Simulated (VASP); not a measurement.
# Au (I4/mmm) in VASP: a series of runs

Runs on Au. Level: r2SCAN. Tasks: single point.

Program: VASP 6.6.1. These are calculated values, not measurements. Logs are shortened: lines on timing, memory, paths and dates and some standing lists are left out, and cuts for length are marked.

## (1) The cell of the first run

It takes space group I4/mmm (No. 139, tetragonal). Conventional cell: a = 3.149 Å, b = 3.149 Å, c = 3.232 Å, α = 90.00°, β = 90.00°, γ = 90.00°. Au (site symmetry 4/mmm) has 14 Au at 2.75 to 3.23 Å within 3.6 Å.

## (2) Single point, r2SCAN (strain -0.050 along x and y, -0.025 along z)

POSCAR

```
Au
1.0
   -1.5744055500      1.5744055500      1.6158372750
    1.5744055500     -1.5744055500      1.6158372750
    1.5744055500      1.5744055500     -1.6158372750
Au
1
Direct
    0.0000000000      0.0000000000      0.0000000000
```

INCAR.step1

```
  ALGO = Normal
  EDIFF = 1E-4
  ENCUT = 520
  GGA = PE
  ISMEAR = 0
  LASPH = T
  LCHARG = F
  LREAL = F
  LWAVE = T
  NBANDS = 12
  NELM = 100
  PREC = Accurate
  SIGMA = 0.15
```

INCAR.step2

```
  ALGO = Normal
  EDIFF = 1E-7
  ENCUT = 520
  ISIF = 2
  ISMEAR = 0
  ISTART = 1
  LASPH = T
  LCHARG = F
  LMIXTAU = T
  LREAL = F
  LWAVE = F
  METAGGA = R2SCAN
  NBANDS = 12
  NELM = 100
  PREC = Accurate
  SIGMA = 0.15
```

KPOINTS

```
k-points
0
Gamma
  20 20 20
```

Potentials or basis: VASP PAW PBE potentials, release 64 (Au).

Command:

```bash
$ cat potpaw_PBE.64/Au/POTCAR > POTCAR
$ cp INCAR.step1 INCAR
$ mpirun -np 1 vasp_std > vasp.out
$ cp INCAR.step2 INCAR
$ mpirun -np 1 vasp_std > vasp.out
```

OUTCAR:

```text
EDIFF = 1E-7
   ENCUT = 520
   ISIF = 2
   ISMEAR = 0
   ISTART = 1
   LASPH = T
   LREAL = F
   METAGGA = R2SCAN
   NELM = 100
   PREC = Accurate

 ion  position               nearest neighbor table
   1  0.000  0.000  0.000-

  LATTYP: Found a body centered tetragonal cell.
 ALAT       =     3.1488111000
 C/A-ratio  =     1.0263157895

  Lattice vectors:

 A1 = (  -1.5744055500,   1.5744055500,   1.6158372750)
 A2 = (   1.5744055500,  -1.5744055500,   1.6158372750)
 A3 = (   1.5744055500,   1.5744055500,  -1.6158372750)

Analysis of symmetry for initial positions (statically):
=====================================================================
 Subroutine PRICEL returns:
 Original cell was already a primitive cell.

 Routine SETGRP: Setting up the symmetry group for a
 body centered tetragonal supercell.

 Subroutine GETGRP returns: Found 16 space group operations
 (whereof 16 operations were pure point group operations)
 out of a pool of 16 trial point group operations.

The static configuration has the point symmetry D_4h.

Analysis of symmetry for dynamics (positions and initial velocities):
=====================================================================
 Subroutine PRICEL returns:
 Original cell was already a primitive cell.

 Routine SETGRP: Setting up the symmetry group for a
 body centered tetragonal supercell.

 Subroutine GETGRP returns: Found 16 space group operations
 (whereof 16 operations were pure point group operations)
 out of a pool of 16 trial point group operations.

The dynamic configuration has the point symmetry D_4h.

 Subroutine INISYM returns: Found 16 space group operations
 (whereof 16 operations are pure point group operations),
 and found     1 'primitive' translations

----------------------------------------------------------------------------------------

                                     Primitive cell

  volume of cell :      16.0210

  direct lattice vectors                    reciprocal lattice vectors
    -1.574405550  1.574405550  1.615837275     0.000000000  0.317580181  0.309437100
     1.574405550 -1.574405550  1.615837275     0.317580181  0.000000000  0.309437100
     1.574405550  1.574405550 -1.615837275     0.317580181  0.317580181  0.000000000

  length of vectors
     2.751079019  2.751079019  2.751079019     0.443405560  0.443405560  0.449126200

  position of ions in fractional coordinates (direct lattice)
     0.000000000  0.000000000  0.000000000

  ion indices of the primitive-cell ions
   primitive index   ion index
                 1           1

----------------------------------------------------------------------------------------

 KPOINTS: k-points

Automatic generation of k-mesh.
 Grid dimensions read from file:
 generate k-points for:   20   20   20

 Generating k-lattice:

  Cartesian coordinates                     Fractional coordinates (reciprocal lattice)
     0.000000000  0.015879009  0.015471855     0.050000000 -0.000000000  0.000000000
     0.015879009  0.000000000  0.015471855    -0.000000000  0.050000000  0.000000000
     0.015879009  0.015879009  0.000000000     0.000000000  0.000000000  0.050000000

  Length of vectors
     0.022170278  0.022170278  0.022456310

  Shift w.r.t. Gamma in fractional coordinates (k-lattice)
     0.000000000  0.000000000  0.000000000

 Subroutine IBZKPT returns following result:
 ===========================================

 Found    641 irreducible k-points:

 Following reciprocal coordinates:
            Coordinates               Weight
  0.000000  0.000000  0.000000      1.000000
  0.050000  0.000000 -0.000000      8.000000
  0.100000  0.000000 -0.000000      8.000000
  0.150000  0.000000 -0.000000      8.000000
  0.200000  0.000000 -0.000000      8.000000
  0.250000  0.000000 -0.000000      8.000000
[... 16 lines left out ...]
 -0.400000  0.050000  0.000000     16.000000
 -0.350000  0.050000  0.000000     16.000000
 [... further k-points ...]
   k-points           NKPTS =    641   k-points in BZ     NKDIM =    641   number of bands    NBANDS=     12
   number of dos      NEDOS =    301   number of ions     NIONS =      1
   total plane-waves  NPLWV =   8000
   dimension x,y,z NGX =    20 NGY =   20 NGZ =   20
   dimension x,y,z NGXF=    40 NGYF=   40 NGZF=   40
   ions per type =               1
   NGX,Y,Z   is equivalent  to a cutoff of  12.09, 12.09, 12.09 a.u.
   NGXF,Y,Z  is equivalent  to a cutoff of  24.17, 24.17, 24.17 a.u.
 SYSTEM =  unknown system
   PREC   = accura    normal or accurate (medium, high low for compatibility)
   ISTART =      1    job   : 0-new  1-cont  2-samecut
   ICHARG =      0    charge: 1-file 2-atom 10-const
   ISPIN  =      1    spin polarized calculation?
   LNONCOLLINEAR =      F non collinear calculations
   LSORBIT =      F    spin-orbit coupling
   LASPH  =      T    aspherical Exc in radial PAW
   ENCUT  =  520.0 eV  38.22 Ry    6.18 a.u.   5.12  5.12  5.12*2*pi/ulx,y,z
   NELM   =    100;   NELMIN=  2; NELMDL=  0     # of ELM steps
   EDIFF  = 0.1E-06   stopping-criterion for ELM
   LREAL  =      F    real-space projection
   EDIFFG = 0.1E-05   stopping-criterion for IOM
   NSW    =      0    number of steps for IOM
   IBRION =     -1    ionic relax: 0-MD 1-quasi-New 2-CG
   NFREE  =      0    steps in history (QN), initial steepest desc. (CG)
   ISIF   =      2    stress and relaxation
   ISYM   =      2    0-nonsym 1-usesym 2-fastsym
   POTIM  = 0.5000    time-step for ionic-motion
   TEBEG  =    0.0;   TEEND  =   0.0 temperature during run
   PSTRESS=    0.0 pullay stress
   NELECT =      11.0000    total number of electrons
   NUPDOWN=      -1.0000    fix difference up-down
   EMIN   =  10.00;   EMAX   =-10.00  energy-range for DOS
   EFERMI =   0.00;   METHOD = LEGACY
   ISMEAR =     0;   SIGMA  =   0.15  broadening in eV -4-tet -1-fermi 0-gaus
   EFERMI_NEDOS =   21; number of points for ismear=-14 and -15
   IALGO  =     38    algorithm
   IMIX   =      4    mixing-type and parameters
     AMIX     =   0.40;   BMIX     =  1.00
     AMIX_MAG =   1.60;   BMIX_MAG =  1.00
  volume/ion in A,a.u.               =      16.02       108.12
  Fermi-wavevector in a.u.,A,eV,Ry     =   1.444249  2.729235 28.379788  2.085856
  Thomas-Fermi vector in A             =   2.562565
   LORBIT       =      0    0 simple, 1 ext, 2 COOP (PROOUT), +10 PAW based schemes
   METAGGA = R2SCAN    functional components
   LHFCALC =     F    Hartree Fock is set to
   AEXX    =    0.0000 exact exchange contribution
   IVDW    =     0    specifies the selected vdW correction
   LEPSILON=     F    determine dielectric tensor
   LRPA    =     F    only Hartree local field effects (RPA)
 non-spin polarized calculation
 Gauss-broadening in eV      SIGMA  =   0.15
  energy-cutoff  :      520.00
  volume of cell :       16.02
 maximum number of plane-waves:       446
   NGX = 11   NGY = 11   NGZ = 11

 number of electron      10.9999999 magnetization

 Free energy of the ion-electron system (eV)
  ---------------------------------------------------
  ext. energy  EPLUGINS =         0.00000000
  ---------------------------------------------------
  free energy    TOTEN  =       -50.48987246 eV

  energy without entropy =      -50.48758185  energy(sigma->0) =      -50.48872716

 E-fermi :  10.4522     XC(G=0): -14.0711

 val. band max:       10.4386201247   @ k =  -0.2000   0.4000   0.2000
 cond. band min:      10.4769248901   @ k =   0.4000   0.1000  -0.0000
 fundamental gap:      0.0383047654
 Fermi energy:        10.4522434350

 k-point     1 :       0.0000    0.0000    0.0000
  band No.  band energies     occupation
      1      -0.3892      2.00000
      2       4.8155      2.00000
      3       4.8155      2.00000
      4       5.0053      2.00000
      5       6.9488      2.00000
      6       7.1691      2.00000
      7      27.4928      0.00000
      8      27.9877      0.00000
      9      27.9877      0.00000
     10      36.2354      0.00000
     11      37.2640      0.00000
     12      37.2933      0.00000

 k-point     2 :       0.0500    0.0000   -0.0000
  band No.  band energies     occupation
      1      -0.2881      2.00000
      2       4.8200      2.00000
      3       4.8242      2.00000
      4       5.0378      2.00000
      5       6.9182      2.00000
      6       7.1575      2.00000
      7      27.5406      0.00000
      8      27.9994      0.00000
      9      28.1219      0.00000
     10      34.9559      0.00000
     11      35.7303      0.00000
     12      36.9220      0.00000

 k-point     3 :       0.1000    0.0000   -0.0000
  band No.  band energies     occupation
      1       0.0083      2.00000
      2       4.7660      2.00000
      3       4.8310      2.00000
      4       5.2207      2.00000
      5       6.8298      2.00000
      6       7.1391      2.00000
      7      27.5824      0.00000
      8      27.9352      0.00000
      9      28.5160      0.00000
     10      33.4811      0.00000
     11      34.0490      0.00000
     12      35.8970      0.00000

 k-point     4 :       0.1500    0.0000   -0.0000
  band No.  band energies     occupation
      1       0.4755      2.00000
      2       4.6322      2.00000
      3       4.8474      2.00000
      4       5.5655      2.00000
      5       6.7179      2.00000
      6       7.1312      2.00000
      7      27.0808      0.00000
      8      27.6905      0.00000
      9      29.1452      0.00000
     10      32.4519      0.00000
     11      32.9801      0.00000
     12      34.4265      0.00000

 k-point     5 :       0.2000    0.0000   -0.0000
  band No.  band energies     occupation
      1       1.0584      2.00000
      2       4.4594      2.00000
      3       4.8961      2.00000
      4       6.0357      2.00000
      5       6.6390      2.00000
      6       7.1359      2.00000
      7      25.5779      0.00000
      8      27.1790      0.00000
      9      29.9675      0.00000
     10      32.1667      0.00000
     11      32.7312      0.00000
     12      32.8913      0.00000
[... 228 lines left out ...]
      1       2.3044      2.00000
      2       3.7282      2.00000
      3       6.7610      2.00000
      4       7.2027      2.00000
      5       8.4080      2.00000
      6      10.0114      1.99997
      7      14.6193      0.00000
      8      23.6697      0.00000
      9      25.4172      0.00000
     10      34.2320      0.00000
     11      34.6673      0.00000
     12      34.8695      0.00000

 k-point    22 :      -0.4500    0.0500    0.0000
  band No.  band energies     occupation
      1       2.3297      2.00000
      2       3.7790      2.00000
      3       6.6657      2.00000
      4       7.2006      2.00000
      5       7.9469      2.00000
      6       9.2165      2.00000
      7      15.9929      0.00000
      8      23.9138      0.00000
      9      25.9052      0.00000
     10      33.8395      0.00000
     11      34.4846      0.00000
     12      35.0993      0.00000

 k-point    23 :      -0.4000    0.0500    0.0000
  band No.  band energies     occupation
      1       2.3441      2.00000
      2       3.8782      2.00000
      3       6.4187      2.00000
      4       6.9907      2.00000
      5       7.3790      2.00000
      6       8.4266      2.00000
      7      17.9404      0.00000
      8      24.3890      0.00000
      9      26.8052      0.00000
     10      33.1881      0.00000
     11      34.1124      0.00000
     12      35.3982      0.00000

 k-point    24 :      -0.3500    0.0500    0.0000
  band No.  band energies     occupation
      1       2.2613      2.00000
      2       4.0188      2.00000
      3       5.7525      2.00000
      4       6.7092      2.00000
      5       7.2649      2.00000
      6       7.7172      2.00000
      7      20.1171      0.00000
      8      25.0655      0.00000
      9      27.9913      0.00000
     10      32.2852      0.00000
     11      33.7595      0.00000
     12      35.0996      0.00000

 [... further k-points ...]
[... 5 lines left out ...]
  --------------------------------------------------------------------------------------
  -------------------------------------------------------------------------------------
  Total        1.9180890      1.9180890      1.9178523      0.0000000      0.0000000      0.0000000
  in kB      191.8176182    191.8176182    191.7939469      0.0000000      0.0000000      0.0000000
  external PRESSURE =     191.8097278 kB  Pullay stress =       0.0000000 kB

 VOLUME and BASIS-vectors are now :
 -----------------------------------------------------------------------------
  energy-cutoff  :      520.00
  volume of cell :       16.02
      direct lattice vectors                 reciprocal lattice vectors
    -1.574405550  1.574405550  1.615837275     0.000000000  0.317580181  0.309437100
     1.574405550 -1.574405550  1.615837275     0.317580181  0.000000000  0.309437100
     1.574405550  1.574405550 -1.615837275     0.317580181  0.317580181  0.000000000

 POSITION                                       TOTAL-FORCE (eV/Angst)
 -----------------------------------------------------------------------------------
      0.00000      0.00000      0.00000         0.000000      0.000000      0.000000
 -----------------------------------------------------------------------------------
    total drift:                                0.000000     -0.000000      0.000000

  FREE ENERGIE OF THE ION-ELECTRON SYSTEM (eV)
  ---------------------------------------------------
  free  energy   TOTEN  =       -50.4898724634 eV

  energy  without entropy=      -50.4875818481  energy(sigma->0) =      -50.48872716
```

It took 4.8 min on 1 thread of Intel Xeon 6975P-C (Granite Rapids), shared host; peak memory 0.23 GiB.

What came out:

* Free energy: -50.4899 eV
* Pressure: 19.2 GPa

Levels at points of the mesh, in eV from the Fermi level:
```tsv
k point	band 3	band 4	band 5	band 6	band 7	band 8	band 9	band 10
(0.00, 0.00, 0.00)	-5.64	-5.45	-3.50	-3.28	17.04	17.54	17.54	25.78
(0.50, 0.00, 0.00)	-3.65	-3.16	-1.58	-0.87	3.98	13.21	15.19	24.05
(0.50, 0.50, 0.00)	-3.39	-3.08	-1.54	-0.71	4.22	12.85	14.54	23.18
(0.50, 0.50, 0.50)	-2.06	-1.99	-1.99	6.14	6.95	6.95	10.90	17.17
```

Caveat: the cell differs from its parent crystal (strain -0.050 along x and y, -0.025 along z); the PAW data sets were made with another functional, which shifts forces and pressure a little; spin-orbit coupling is left out, which moves the levels of the heavy elements.

(Part 1 of 2 ends here.)
